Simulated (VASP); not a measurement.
# FeSi16 (a cell with a defect) in VASP: single point with PBEsol

Aim: the single point of FeSi16 (a cell with a defect) with PBEsol.

Everything below comes from runs of VASP 6.6.1. Logs are shortened: lines on timing, memory, paths and dates and some standing lists are left out, and cuts for length are marked.

**1. The cell of the first run**

The cell holds a defect, 17 atoms: a = 7.685 Å, b = 7.685 Å, c = 7.685 Å, α = 60.00°, β = 60.00°, γ = 60.00°.

**2. Single point, PBEsol, collinear spin, ferromagnetic start**

INCAR reads:

```
  PREC = Accurate
  ENCUT = 520
  EDIFF = 1E-7
  ISMEAR = 0
  SIGMA = 0.02
  LREAL = Auto
  LASPH = T
  NELM = 150
  ALGO = Normal
  ISIF = 2
  LWAVE = F
  LCHARG = F
  ISPIN = 2
  MAGMOM = 0 0 0 0 0 0 0 0 0 0 0 0 0 0 0 0 2.3
  LORBIT = 11
  LMAXMIX = 4
  GGA = PS
  NBANDS = 54
  NELECT = 71.0
```

KPOINTS reads:

```
Automatic mesh
0
Gamma
  3 3 3
```

POSCAR reads:

```
FeSi16
1.0
    0.0000000000      5.4338342048     -5.4338342048
    5.4338342048      5.4338342048      0.0000000000
    5.4338342048      0.0000000000     -5.4338342048
Si Fe
16 1
Direct
    0.1240387495      0.1266207201      0.1245229380
    0.1250874566      0.6246579068      0.1248195058
    0.6228744515      0.1273998201      0.1245432736
    0.6292219032      0.6329627240      0.1102263112
    0.1238464360      0.1253420650      0.6251804659
    0.1305879924      0.6222218736      0.6244989030
    0.6213043815      0.1318472322      0.6235810428
    0.6201881347      0.6216683050      0.6258802481
    0.2568273980      0.7463922062      0.2503581171
    0.2473767048      0.2491474618      0.2540484211
    0.7453134099      0.7473035332      0.2518566906
    0.7441875014      0.2605516559      0.2490402631
    0.2460305099      0.7541452031      0.7511848625
    0.2469249060      0.2479010123      0.7507441056
    0.7525836906      0.7531560305      0.7391302069
    0.7526240857      0.2474389997      0.7508546169
   -0.1202574417     -0.1165767994      0.3583112636
```

Potentials or basis: VASP PAW PBE potentials, release 64 (Si, Fe).

The run is started by

```
$ cat potpaw_PBE.64/Si/POTCAR potpaw_PBE.64/Fe/POTCAR > POTCAR
$ mpirun -np 1 vasp_std > vasp.out
```

OUTCAR:

```text
PREC = Accurate
   ENCUT = 520
   EDIFF = 1E-7
   ISMEAR = 0
   LREAL = Auto
   LASPH = T
   NELM = 150
   ISIF = 2
   ISPIN = 2
   LORBIT = 11
   GGA = PS
   NELECT = 71.0

 ion  position               nearest neighbor table
   1  0.124  0.127  0.125-  14 2.35  10 2.36  12 2.38   9 2.39  17 2.65
   2  0.125  0.625  0.125-  13 2.34  10 2.36   9 2.38  11 2.38  17 2.68
   3  0.623  0.127  0.125-  16 2.34  10 2.36  12 2.38  11 2.39  17 2.67
   4  0.629  0.633  0.110-  15 2.33  11 2.34  12 2.34   9 2.34
   5  0.124  0.125  0.625-  10 2.33  13 2.33  14 2.33  16 2.33
   6  0.131  0.622  0.624-   9 2.35  13 2.35  14 2.35  15 2.37  17 2.81
   7  0.621  0.132  0.624-  16 2.35  14 2.35  12 2.35  15 2.38  17 2.79
   8  0.620  0.622  0.626-  11 2.35  13 2.35  16 2.35  15 2.37  17 2.83
   9  0.257  0.746  0.250-   4 2.34   6 2.35  17 2.37   2 2.38   1 2.39
  10  0.247  0.249  0.254-   5 2.33   1 2.36   3 2.36   2 2.36
  11  0.745  0.747  0.252-   4 2.34   8 2.35  17 2.37   2 2.38   3 2.39
  12  0.744  0.261  0.249-   4 2.34   7 2.35  17 2.37   3 2.38   1 2.38
  13  0.246  0.754  0.751-   5 2.33   2 2.34   6 2.35   8 2.35
  14  0.247  0.248  0.751-   5 2.33   1 2.35   6 2.35   7 2.35
  15  0.753  0.753  0.739-   4 2.33   8 2.37   6 2.37   7 2.38  17 2.39
  16  0.753  0.247  0.751-   5 2.33   3 2.34   7 2.35   8 2.35
  17  0.880  0.883  0.358-  12 2.37  11 2.37   9 2.37  15 2.39   1 2.65   3 2.67   2 2.68   7 2.79
                             6 2.81   8 2.83

  LATTYP: Found a face centered cubic cell.
 ALAT       =    10.8676684096

  Lattice vectors:

 A1 = (   0.0000000000,   5.4338342048,  -5.4338342048)
 A2 = (   5.4338342048,   5.4338342048,   0.0000000000)
 A3 = (   5.4338342048,   0.0000000000,  -5.4338342048)

Analysis of symmetry for initial positions (statically):
=====================================================================
 Subroutine PRICEL returns:
 Original cell was already a primitive cell.

 Routine SETGRP: Setting up the symmetry group for a
 face centered cubic supercell.

 Subroutine GETGRP returns: Found  1 space group operations
 (whereof  1 operations were pure point group operations)
 out of a pool of 48 trial point group operations.

The static configuration has the point symmetry C_1 .

Analysis of symmetry for dynamics (positions and initial velocities):
=====================================================================
 Subroutine PRICEL returns:
 Original cell was already a primitive cell.

 Routine SETGRP: Setting up the symmetry group for a
 face centered cubic supercell.

 Subroutine GETGRP returns: Found  1 space group operations
 (whereof  1 operations were pure point group operations)
 out of a pool of 48 trial point group operations.

The dynamic configuration has the point symmetry C_1 .

Analysis of structural, dynamic, and magnetic symmetry:
=====================================================================
 Subroutine PRICEL returns:
 Original cell was already a primitive cell.

 Routine SETGRP: Setting up the symmetry group for a
 face centered cubic supercell.

 Subroutine GETGRP returns: Found  1 space group operations
 (whereof  1 operations were pure point group operations)
 out of a pool of 48 trial point group operations.

The overall configuration has the point symmetry C_1 .

 Subroutine INISYM returns: Found  1 space group operations
 (whereof  1 operations are pure point group operations),
 and found     1 'primitive' translations

----------------------------------------------------------------------------------------

                                     Primitive cell

  volume of cell :     320.8848

  direct lattice vectors                    reciprocal lattice vectors
     0.000000000  5.433834205 -5.433834205    -0.092016057  0.092016057 -0.092016057
     5.433834205  5.433834205  0.000000000     0.092016057  0.092016057  0.092016057
     5.433834205  0.000000000 -5.433834205     0.092016057 -0.092016057 -0.092016057

  length of vectors
     7.684602028  7.684602028  7.684602028     0.159376486  0.159376486  0.159376486

  position of ions in fractional coordinates (direct lattice)
     0.124038750  0.126620720  0.124522938
[... 82 lines left out ...]
   dimension x,y,z NGX =    60 NGY =   60 NGZ =   60
   dimension x,y,z NGXF=   120 NGYF=  120 NGZF=  120
   ions per type =              16   1
   NGX,Y,Z   is equivalent  to a cutoff of  12.98, 12.98, 12.98 a.u.
   NGXF,Y,Z  is equivalent  to a cutoff of  25.96, 25.96, 25.96 a.u.
 SYSTEM =  unknown system
   PREC   = accura    normal or accurate (medium, high low for compatibility)
   ISTART =      0    job   : 0-new  1-cont  2-samecut
   ICHARG =      2    charge: 1-file 2-atom 10-const
   ISPIN  =      2    spin polarized calculation?
   LNONCOLLINEAR =      F non collinear calculations
   LSORBIT =      F    spin-orbit coupling
   LASPH  =      T    aspherical Exc in radial PAW
   ENCUT  =  520.0 eV  38.22 Ry    6.18 a.u.  14.29 14.29 14.29*2*pi/ulx,y,z
   NELM   =    150;   NELMIN=  2; NELMDL= -5     # of ELM steps
   EDIFF  = 0.1E-06   stopping-criterion for ELM
   LREAL  =      T    real-space projection
   EDIFFG = 0.1E-05   stopping-criterion for IOM
   NSW    =      0    number of steps for IOM
   IBRION =     -1    ionic relax: 0-MD 1-quasi-New 2-CG
   NFREE  =      0    steps in history (QN), initial steepest desc. (CG)
   ISIF   =      2    stress and relaxation
   ISYM   =      2    0-nonsym 1-usesym 2-fastsym
   POTIM  = 0.5000    time-step for ionic-motion
   TEBEG  =    0.0;   TEEND  =   0.0 temperature during run
   PSTRESS=    0.0 pullay stress
   NELECT =      71.0000    total number of electrons
   NUPDOWN=      -1.0000    fix difference up-down
   EMIN   =  10.00;   EMAX   =-10.00  energy-range for DOS
   EFERMI =   0.00;   METHOD = LEGACY
   ISMEAR =     0;   SIGMA  =   0.02  broadening in eV -4-tet -1-fermi 0-gaus
   EFERMI_NEDOS =   21; number of points for ismear=-14 and -15
   IALGO  =     38    algorithm
   IMIX   =      4    mixing-type and parameters
     AMIX     =   0.40;   BMIX     =  1.00
     AMIX_MAG =   1.60;   BMIX_MAG =  1.00
  volume/ion in A,a.u.               =      18.88       127.38
  Fermi-wavevector in a.u.,A,eV,Ry     =   0.990173  1.871156 13.339740  0.980443
  Thomas-Fermi vector in A             =   2.121825
   LORBIT       =     11    0 simple, 1 ext, 2 COOP (PROOUT), +10 PAW based schemes
   GGA     = PS    functional components
   LHFCALC =     F    Hartree Fock is set to
   AEXX    =    0.0000 exact exchange contribution
   IVDW    =     0    specifies the selected vdW correction
   LEPSILON=     F    determine dielectric tensor
   LRPA    =     F    only Hartree local field effects (RPA)
 spin polarized calculation
 Gauss-broadening in eV      SIGMA  =   0.02
  energy-cutoff  :      520.00
  volume of cell :      320.88
 maximum number of plane-waves:      8657
 NGX is ok and might be reduce to    60
   NGX = 29   NGY = 29   NGZ = 29

 number of electron      71.0000000 magnetization       2.9163426

 Free energy of the ion-electron system (eV)
  ---------------------------------------------------
  ext. energy  EPLUGINS =         0.00000000
  ---------------------------------------------------
  free energy    TOTEN  =      -105.70057582 eV

  energy without entropy =     -105.69937530  energy(sigma->0) =     -105.69997556

 E-fermi :   6.0818     XC(G=0):  -9.7704

 val. band max:        6.0691009982   @ k =   0.3333   0.0000   0.3333
 cond. band min:       6.0827926792   @ k =   0.0000   0.3333   0.3333
 fundamental gap:      0.0136916810
 Fermi energy:         6.0817836036

 spin component 1

 k-point     1 :       0.0000    0.0000    0.0000
  band No.  band energies     occupation
      1      -6.0997      1.00000
      2      -3.7354      1.00000
      3      -3.7283      1.00000
      4      -3.7147      1.00000
      5      -3.6975      1.00000
      6      -2.1619      1.00000
[... 689 lines left out ...]
     46       9.4486      0.00000
     47       9.4982      0.00000
 Fermi energy:         6.0817836036

 spin component 2

 k-point     1 :       0.0000    0.0000    0.0000
  band No.  band energies     occupation
      1      -6.0347      1.00000
      2      -3.6699      1.00000
      3      -3.6636      1.00000
      4      -3.6591      1.00000
      5      -3.6345      1.00000
      6      -2.0849      1.00000
[... 689 lines left out ...]
     46       9.5395      0.00000
     47       9.5974      0.00000
 [bands above 47 left out]

------------------------ aborting loop because EDIFF is reached ----------------------------------------

  FORCE on cell =-STRESS in cart. coord.  units (eV):
  Direction    XX          YY          ZZ          XY          YZ          ZX
  --------------------------------------------------------------------------------------
  -------------------------------------------------------------------------------------
  Total       -9.0507635     -9.0757790     -9.0550143     -0.4894578      0.4615469     -0.5844118
  in kB      -45.1904486    -45.3153510    -45.2116731     -2.4438621      2.3045032     -2.9179670
  external PRESSURE =     -45.2391576 kB  Pullay stress =       0.0000000 kB

 VOLUME and BASIS-vectors are now :
 -----------------------------------------------------------------------------
  energy-cutoff  :      520.00
  volume of cell :      320.88
      direct lattice vectors                 reciprocal lattice vectors
     0.000000000  5.433834205 -5.433834205    -0.092016057  0.092016057 -0.092016057
     5.433834205  5.433834205  0.000000000     0.092016057  0.092016057  0.092016057
     5.433834205  0.000000000 -5.433834205     0.092016057 -0.092016057 -0.092016057

 POSITION                                       TOTAL-FORCE (eV/Angst)
 -----------------------------------------------------------------------------------
      1.36467      1.36204     -1.35064        -0.001875     -0.006692     -0.001935
      4.07254      4.07399     -1.35795         0.004339     -0.005271      0.004266
      1.36902      4.07687     -4.06134        -0.004611     -0.007179     -0.001467
      4.03837      6.85850     -4.01804        -0.003142     -0.005745      0.002627
      4.07821      1.35405     -4.07009        -0.001037      0.001221     -0.003719
      6.77447      4.09064     -4.10302         0.001135     -0.003901      0.000543
[... 9 lines left out ...]
      5.42456      5.43418     -8.16965         0.001365      0.001286      0.001714
      6.74738      9.58075     -6.72738         0.000959     -0.006278      0.000026
 -----------------------------------------------------------------------------------
    total drift:                               -0.009538      0.003780     -0.002967

  FREE ENERGIE OF THE ION-ELECTRON SYSTEM (eV)
  ---------------------------------------------------
  free  energy   TOTEN  =      -105.7005758181 eV

  energy  without entropy=     -105.6993752982  energy(sigma->0) =     -105.69997556

 total charge

# of ion       s       p       d       tot
------------------------------------------
    1        0.744   0.914   0.000   1.657
    2        0.744   0.914   0.000   1.658
    3        0.744   0.914   0.000   1.658
    4        0.767   0.894   0.000   1.661
    5        0.746   0.946   0.000   1.692
    6        0.746   0.921   0.000   1.667
[... 9 lines left out ...]
   16        0.749   0.925   0.000   1.674
   17        0.371   0.427   6.452   7.250
--------------------------------------------------
tot         12.322  15.206   6.452  33.980

 magnetization (x)

# of ion       s       p       d       tot
------------------------------------------
    1        0.003   0.022   0.000   0.025
    2        0.003   0.021   0.000   0.024
    3        0.003   0.022   0.000   0.024
    4       -0.000   0.027   0.000   0.027
    5       -0.001  -0.001   0.000  -0.002
    6        0.003   0.009   0.000   0.011
[... 9 lines left out ...]
   16        0.003   0.009   0.000   0.012
   17        0.013   0.014   2.109   2.137
--------------------------------------------------
tot          0.046   0.300   2.109   2.454
```

It took 16 min on 1 thread of Intel Xeon 6975P-C (Granite Rapids), shared host; peak memory 0.8 GiB.

What came out:

| Item | Value |
| --- | --- |
| Free energy | -105.7006 eV |
| Largest force | 0.019 eV/Å |
| Net moment | 2.92 μB per cell |
| Site moments | Si +0.03, +0.02, -0.00, +0.01, +0.04 (each value once); Fe +2.14 μB |
| Valence electrons inside the program's atomic spheres | Si 1.66, 1.69, 1.67, 1.68 (each value once); Fe 7.25 |

Forces in eV/Å, atoms in the order of the input:
```
Si  -0.002 -0.007 -0.002
Si   0.004 -0.005  0.004
Si  -0.005 -0.007 -0.001
Si  -0.003 -0.006  0.003
Si  -0.001  0.001 -0.004
Si   0.001 -0.004  0.001
Si   0.000 -0.004 -0.001
Si  -0.003 -0.003  0.004
Si  -0.003  0.018 -0.006
Si   0.000  0.003  0.001
Si  -0.011 -0.003  0.012
Si   0.007  0.015  0.000
Si  -0.001  0.002 -0.001
Si   0.000  0.002 -0.001
Si   0.013  0.002 -0.009
Si   0.001  0.001  0.002
Fe   0.001 -0.006  0.000
```

Caveat: the cell carries a net charge on a neutralising background, which shifts energy and pressure; the cell is charged against a uniform background, so pressure and absolute levels hang on convention; the PAW data sets were made with another functional, which shifts forces and pressure a little.
